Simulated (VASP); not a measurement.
# AlIr (Pm-3m) in VASP: further runs

AlIr is run at these levels: LDA; tasks: single point.

Program: VASP 6.6.1. These are calculated values, not measurements. Logs are shortened: lines on timing, memory, paths and dates and some standing lists are left out, and cuts for length are marked.

## 1. The cell of the first run

It takes space group Pm-3m (No. 221, cubic). Conventional cell: a = 2.995 Å, b = 2.995 Å, c = 2.995 Å, α = 90.00°, β = 90.00°, γ = 90.00°. Al (site symmetry m-3m) has 8 Ir at 2.59 Å and 6 Al at 2.99 Å within 3.4 Å. Ir (site symmetry m-3m) has 8 Al at 2.59 Å and 6 Ir at 2.99 Å within 3.4 Å.

## 2. Single point, LDA

INCAR

```
PREC     = Accurate       # precision mode
ENCUT    = 500            # plane-wave cutoff, eV
EDIFF    = 1E-6           # SCF threshold, eV
ISMEAR   = 1              # smearing method
SIGMA    = 0.1            # smearing width, eV
LREAL    = False          # projectors in reciprocal space
LASPH    = True           # aspherical terms in the spheres
NELM     = 120            # most SCF steps
ALGO     = Normal         # electronic algorithm
ISIF     = 2              # what is computed and relaxed
LWAVE    = False          # write WAVECAR
LCHARG   = True           # write CHGCAR
LELF     = True           # ELF
LVHAR    = True         
NBANDS   = 13             # bands
GGA_COMPAT= False
```

KPOINTS

```
Automatic mesh
0
Gamma
  11 11 11
```

POSCAR

```
AlIr
1.0
    2.9945550000      0.0000000000      0.0000000000
    0.0000000000      2.9945550000      0.0000000000
    0.0000000000      0.0000000000      2.9945550000
Al Ir
1 1
Direct
    0.0000000000      0.0000000000      0.0000000000
    0.5000000000      0.5000000000      0.5000000000
```

Potentials or basis: VASP PAW LDA potentials, release 64 (Al, Ir).

Run with:

```sh
> cat potpaw_LDA.64/Al/POTCAR potpaw_LDA.64/Ir/POTCAR > POTCAR
> mpirun -np 1 vasp_std > vasp.out
```

OUTCAR:

```text
PREC = Accurate
   ENCUT = 500
   EDIFF = 1E-6
   ISMEAR = 1
   LREAL = False
   LASPH = True
   NELM = 120
   ISIF = 2

 ion  position               nearest neighbor table
   1  0.000  0.000  0.000-   2 2.59   2 2.59   2 2.59   2 2.59   2 2.59   2 2.59   2 2.59   2 2.59

   2  0.500  0.500  0.500-   1 2.59   1 2.59   1 2.59   1 2.59   1 2.59   1 2.59   1 2.59   1 2.59

  LATTYP: Found a simple cubic cell.
 ALAT       =     2.9945550000

  Lattice vectors:

 A1 = (   2.9945550000,   0.0000000000,   0.0000000000)
 A2 = (   0.0000000000,   2.9945550000,   0.0000000000)
 A3 = (   0.0000000000,   0.0000000000,   2.9945550000)

Analysis of symmetry for initial positions (statically):
=====================================================================
 Subroutine PRICEL returns:
 Original cell was already a primitive cell.

 Routine SETGRP: Setting up the symmetry group for a
 simple cubic supercell.

 Subroutine GETGRP returns: Found 48 space group operations
 (whereof 48 operations were pure point group operations)
 out of a pool of 48 trial point group operations.

The static configuration has the point symmetry O_h .

Analysis of symmetry for dynamics (positions and initial velocities):
=====================================================================
 Subroutine PRICEL returns:
 Original cell was already a primitive cell.

 Routine SETGRP: Setting up the symmetry group for a
 simple cubic supercell.

 Subroutine GETGRP returns: Found 48 space group operations
 (whereof 48 operations were pure point group operations)
 out of a pool of 48 trial point group operations.

The dynamic configuration has the point symmetry O_h .

 Subroutine INISYM returns: Found 48 space group operations
 (whereof 48 operations are pure point group operations),
 and found     1 'primitive' translations

----------------------------------------------------------------------------------------

                                     Primitive cell

  volume of cell :      26.8533

  direct lattice vectors                    reciprocal lattice vectors
     2.994555000  0.000000000  0.000000000     0.333939433  0.000000000  0.000000000
     0.000000000  2.994555000  0.000000000     0.000000000  0.333939433  0.000000000
     0.000000000  0.000000000  2.994555000     0.000000000  0.000000000  0.333939433

  length of vectors
     2.994555000  2.994555000  2.994555000     0.333939433  0.333939433  0.333939433

  position of ions in fractional coordinates (direct lattice)
     0.000000000  0.000000000  0.000000000
     0.500000000  0.500000000  0.500000000

  ion indices of the primitive-cell ions
   primitive index   ion index
                 1           1
                 2           2

----------------------------------------------------------------------------------------

 KPOINTS: Automatic mesh

Automatic generation of k-mesh.
 Grid dimensions read from file:
 generate k-points for:   11   11   11

 Generating k-lattice:

  Cartesian coordinates                     Fractional coordinates (reciprocal lattice)
     0.030358130  0.000000000  0.000000000     0.090909091  0.000000000  0.000000000
     0.000000000  0.030358130  0.000000000     0.000000000  0.090909091  0.000000000
     0.000000000  0.000000000  0.030358130     0.000000000  0.000000000  0.090909091

  Length of vectors
     0.030358130  0.030358130  0.030358130

  Shift w.r.t. Gamma in fractional coordinates (k-lattice)
     0.000000000  0.000000000  0.000000000

 Subroutine IBZKPT returns following result:
 ===========================================

 Found     56 irreducible k-points:

 Following reciprocal coordinates:
            Coordinates               Weight
  0.000000  0.000000  0.000000      1.000000
  0.090909  0.000000  0.000000      6.000000
  0.181818  0.000000  0.000000      6.000000
  0.272727  0.000000  0.000000      6.000000
  0.363636  0.000000  0.000000      6.000000
  0.454545  0.000000  0.000000      6.000000
[... 16 lines left out ...]
  0.181818  0.090909  0.090909     24.000000
  0.272727  0.090909  0.090909     24.000000
 [... further k-points ...]
   k-points           NKPTS =     56   k-points in BZ     NKDIM =     56   number of bands    NBANDS=     13
   number of dos      NEDOS =    301   number of ions     NIONS =      2
   total plane-waves  NPLWV =  13824
   dimension x,y,z NGX =    24 NGY =   24 NGZ =   24
   dimension x,y,z NGXF=    48 NGYF=   48 NGZF=   48
   ions per type =               1   1
   NGX,Y,Z   is equivalent  to a cutoff of  13.32, 13.32, 13.32 a.u.
   NGXF,Y,Z  is equivalent  to a cutoff of  26.65, 26.65, 26.65 a.u.
 SYSTEM =  unknown system
   PREC   = accura    normal or accurate (medium, high low for compatibility)
   ISTART =      0    job   : 0-new  1-cont  2-samecut
   ICHARG =      2    charge: 1-file 2-atom 10-const
   ISPIN  =      1    spin polarized calculation?
   LNONCOLLINEAR =      F non collinear calculations
   LSORBIT =      F    spin-orbit coupling
   LASPH  =      T    aspherical Exc in radial PAW
   ENCUT  =  500.0 eV  36.75 Ry    6.06 a.u.   5.46  5.46  5.46*2*pi/ulx,y,z
   NELM   =    120;   NELMIN=  2; NELMDL= -5     # of ELM steps
   EDIFF  = 0.1E-05   stopping-criterion for ELM
   LREAL  =      F    real-space projection
   EDIFFG = 0.1E-04   stopping-criterion for IOM
   NSW    =      0    number of steps for IOM
   IBRION =     -1    ionic relax: 0-MD 1-quasi-New 2-CG
   NFREE  =      0    steps in history (QN), initial steepest desc. (CG)
   ISIF   =      2    stress and relaxation
   ISYM   =      2    0-nonsym 1-usesym 2-fastsym
   POTIM  = 0.5000    time-step for ionic-motion
   TEBEG  =    0.0;   TEEND  =   0.0 temperature during run
   PSTRESS=    0.0 pullay stress
   NELECT =      12.0000    total number of electrons
   NUPDOWN=      -1.0000    fix difference up-down
   EMIN   =  10.00;   EMAX   =-10.00  energy-range for DOS
   EFERMI =   0.00;   METHOD = LEGACY
   ISMEAR =     1;   SIGMA  =   0.10  broadening in eV -4-tet -1-fermi 0-gaus
   EFERMI_NEDOS =   21; number of points for ismear=-14 and -15
   IALGO  =     38    algorithm
   IMIX   =      4    mixing-type and parameters
     AMIX     =   0.40;   BMIX     =  1.00
     AMIX_MAG =   1.60;   BMIX_MAG =  1.00
  volume/ion in A,a.u.               =      13.43        90.61
  Fermi-wavevector in a.u.,A,eV,Ry     =   1.251612  2.365203 21.313960  1.566532
  Thomas-Fermi vector in A             =   2.385551
   LORBIT       =      0    0 simple, 1 ext, 2 COOP (PROOUT), +10 PAW based schemes
   GGA     = CA    functional components
   LHFCALC =     F    Hartree Fock is set to
   AEXX    =    0.0000 exact exchange contribution
   IVDW    =     0    specifies the selected vdW correction
   LEPSILON=     F    determine dielectric tensor
   LRPA    =     F    only Hartree local field effects (RPA)
 non-spin polarized calculation
 Methfessel and Paxton  Order N= 1 SIGMA  =   0.10
  energy-cutoff  :      500.00
  volume of cell :       26.85
 maximum number of plane-waves:       703
 NGX is ok and might be reduce to    24
   NGX = 11   NGY = 11   NGZ = 11

 number of electron      12.0000000 magnetization

 Free energy of the ion-electron system (eV)
  ---------------------------------------------------
  ext. energy  EPLUGINS =         0.00000000
  ---------------------------------------------------
  free energy    TOTEN  =       -16.45187300 eV

  energy without entropy =      -16.45196141  energy(sigma->0) =      -16.45190247

 E-fermi :  10.6470     XC(G=0): -12.8022

 val. band max:       10.6019827041   @ k =   0.4545   0.4545   0.0909
 cond. band min:      10.8019209170   @ k =   0.4545   0.3636   0.0000
 fundamental gap:      0.1999382129
 Fermi energy:        10.6469644906

 k-point     1 :       0.0000    0.0000    0.0000
  band No.  band energies     occupation
      1      -1.5455      2.00000
      2       4.8454      2.00000
      3       4.8454      2.00000
      4       8.9067      2.00000
      5       8.9067      2.00000
      6       8.9068      2.00000
      7      14.9386      0.00000
      8      14.9386      0.00000
      9      14.9386      0.00000
     10      20.6272      0.00000
     11      20.6272      0.00000
     12      22.1100      0.00000
     13      29.1454      0.00000

 k-point     2 :       0.0909    0.0000    0.0000
  band No.  band energies     occupation
      1      -1.3791      2.00000
      2       4.8997      2.00000
      3       4.9126      2.00000
      4       8.6924      2.00000
      5       8.6924      2.00000
      6       8.9284      2.00000
      7      14.1530      0.00000
      8      15.2750      0.00000
      9      15.2750      0.00000
     10      20.2094      0.00000
     11      21.0372      0.00000
     12      22.8281      0.00000
     13      28.5717      0.00000

 k-point     3 :       0.1818    0.0000    0.0000
  band No.  band energies     occupation
      1      -0.8930      2.00000
      2       5.0398      2.00000
      3       5.0507      2.00000
      4       8.1953      2.00000
      5       8.1953      2.00000
      6       8.9873      2.00000
      7      12.7013      0.00000
      8      16.1374      0.00000
      9      16.1374      0.00000
     10      19.2335      0.00000
     11      21.4081      0.00000
     12      24.9446      0.00000
     13      27.1019      0.00000

 k-point     4 :       0.2727    0.0000    0.0000
  band No.  band energies     occupation
      1      -0.1270      2.00000
      2       4.9902      2.00000
      3       5.2617      2.00000
      4       7.6561      2.00000
      5       7.6561      2.00000
      6       9.0659      2.00000
      7      11.5176     -0.00000
      8      17.2811      0.00000
      9      17.2811      0.00000
     10      18.1498      0.00000
     11      21.6887      0.00000
     12      25.4030      0.00000
     13      25.4030      0.00000

 k-point     5 :       0.3636    0.0000    0.0000
  band No.  band energies     occupation
      1       0.8472      2.00000
      2       4.4855      2.00000
      3       5.4709      2.00000
      4       7.2322      2.00000
      5       7.2322      2.00000
      6       9.1398      2.00000
      7      10.9812     -0.00002
      8      17.2672      0.00000
      9      18.5279      0.00000
     10      18.5279      0.00000
     11      21.9560      0.00000
     12      23.7792      0.00000
     13      23.7792      0.00000
[... 257 lines left out ...]
 k-point    22 :       0.0909    0.0909    0.0909
  band No.  band energies     occupation
      1      -1.0497      2.00000
      2       5.0345      2.00000
      3       5.0345      2.00000
      4       8.3724      2.00000
      5       8.5459      2.00000
      6       8.5459      2.00000
      7      14.7712      0.00000
      8      14.7811      0.00000
      9      14.7811      0.00000
     10      20.9612      0.00000
     11      20.9612      0.00000
     12      23.7647      0.00000
     13      27.7491      0.00000

 k-point    23 :       0.1818    0.0909    0.0909
  band No.  band energies     occupation
      1      -0.5715      2.00000
      2       5.1821      2.00000
      3       5.1847      2.00000
      4       7.9035      2.00000
      5       8.0147      2.00000
      6       8.5869      2.00000
      7      13.2836      0.00000
      8      15.4960      0.00000
      9      15.5881      0.00000
     10      20.1140      0.00000
     11      22.0391      0.00000
     12      25.1962      0.00000
     13      25.9584      0.00000

 k-point    24 :       0.2727    0.0909    0.0909
  band No.  band energies     occupation
      1       0.1802      2.00000
      2       5.1125      2.00000
      3       5.3942      2.00000
      4       7.4337      2.00000
      5       7.5070      2.00000
      6       8.6758      2.00000
      7      11.9849     -0.00000
      8      16.4256      0.00000
      9      16.5187      0.00000
     10      19.2799      0.00000
     11      22.7765      0.00000
     12      24.0253      0.00000
     13      25.4598      0.00000

 [... further k-points ...]
[... 5 lines left out ...]
  --------------------------------------------------------------------------------------
  -------------------------------------------------------------------------------------
  Total       -0.8745640     -0.8745640     -0.8745640      0.0000000      0.0000000      0.0000000
  in kB      -52.1801439    -52.1801439    -52.1801439      0.0000000      0.0000000      0.0000000
  external PRESSURE =     -52.1801439 kB  Pullay stress =       0.0000000 kB

 VOLUME and BASIS-vectors are now :
 -----------------------------------------------------------------------------
  energy-cutoff  :      500.00
  volume of cell :       26.85
      direct lattice vectors                 reciprocal lattice vectors
     2.994555000  0.000000000  0.000000000     0.333939433  0.000000000  0.000000000
     0.000000000  2.994555000  0.000000000     0.000000000  0.333939433  0.000000000
     0.000000000  0.000000000  2.994555000     0.000000000  0.000000000  0.333939433

 POSITION                                       TOTAL-FORCE (eV/Angst)
 -----------------------------------------------------------------------------------
      0.00000      0.00000      0.00000         0.000000      0.000000      0.000000
      1.49728      1.49728      1.49728         0.000000      0.000000      0.000000
 -----------------------------------------------------------------------------------
    total drift:                                0.000000     -0.000000     -0.000000

  FREE ENERGIE OF THE ION-ELECTRON SYSTEM (eV)
  ---------------------------------------------------
  free  energy   TOTEN  =       -16.4518729991 eV

  energy  without entropy=      -16.4519614083  energy(sigma->0) =      -16.45190247
```

Wall time 16 s (1 thread of Intel Xeon 8259CL, shared host); peak memory 0.14 GiB.

What came out:

```
Free energy            : -16.4519 eV
Pressure               : -5.2 GPa
Band gap on the k mesh : zero (band 6 reaches 11.80 eV, above the bottom of band 7 at 10.53 eV)
```

Levels at points of the mesh, in eV from the Fermi level:
```tsv
k point	band 3	band 4	band 5	band 6	band 7	band 8	band 9	band 10
(0.00, 0.00, 0.00)	-5.80	-1.74	-1.74	-1.74	4.29	4.29	4.29	9.98
```

Caveat: spin-orbit coupling is left out, which moves the levels of the heavy elements.

(Part 1 of 2 ends here.)
